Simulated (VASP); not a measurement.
Wanted: the native input for a VASP 6.6.1 run.

- Task: relaxation of cell and atoms
- Functional: PBE
- Potentials or basis: VASP PAW PBE potentials, release 64 (Mg, Sc_sv, C)
- Cutoff: 600 eV
- k mesh: 6 × 6 × 6
- Occupations: gaussian, width 0.1 eV
- Spin: no spin polarisation
- Dipole correction: no
- Further INCAR settings: ALGO = Normal; EDIFF = 1e-06; IBRION = 2; EDIFFG = -0.04; NSW = 90; ISIF = 3

The structure of MgSc2C2 lies in POSCAR:

```
MgSc2C2
1.0
   -1.8217354200      1.8217354200      6.0349470800
    1.8217354200     -1.8217354200      6.0349470800
    1.8217354200      1.8217354200     -6.0349470800
Mg Sc C
1 2 2
Direct
    0.0000000000      0.0000000000      0.0000000000
    0.7500000000      0.2500000000      0.5000000000
    0.2500000000      0.7500000000      0.5000000000
    0.6421955200      0.6421955200      0.0000000000
    0.3578044800      0.3578044800      0.0000000000
```

The cell was generated, and may not be a known phase.

These files were run (other wordings do the same):

INCAR

```
  PREC = Accurate
  ENCUT = 600
  EDIFF = 1E-6
  ISMEAR = 0
  SIGMA = 0.1
  LREAL = False
  LASPH = True
  NELM = 80
  ALGO = Normal
  ISIF = 3
  LWAVE = False
  LCHARG = False
  GGA = PE
  IBRION = 2
  NSW = 90
  EDIFFG = -0.04
```

KPOINTS

```
regular mesh
0
Gamma
  6 6 6
```

Potentials or basis: VASP PAW PBE potentials, release 64 (Mg, Sc_sv, C).

Launch:

```console
$ cat potpaw_PBE.64/Mg/POTCAR potpaw_PBE.64/Sc_sv/POTCAR potpaw_PBE.64/C/POTCAR > POTCAR
$ mpirun -np 1 vasp_std > vasp.out
```

It gave:

```
Relaxed volume                        : 17.81 Å³/atom
Relaxed cell                          : a = 5.805 Å, b = 5.805 Å, c = 5.805 Å, α = 137.25°, β = 137.25°, γ = 62.05°
Space group after relaxing (to 0.1 Å) : I4/mmm (No. 139)
Energy gained by relaxing             : 358.9 meV/atom
Ionic steps                           : 10
Pressure after relaxing               : 0.0 GPa
Largest force after relaxing          : 0.013 eV/Å
Band gap on the k mesh                : zero (bands 16 and 17 overlap by 0.68 eV)
```

It took 21 min on 1 thread of Intel Xeon 8259CL (shared host), peak memory 0.44 GiB.
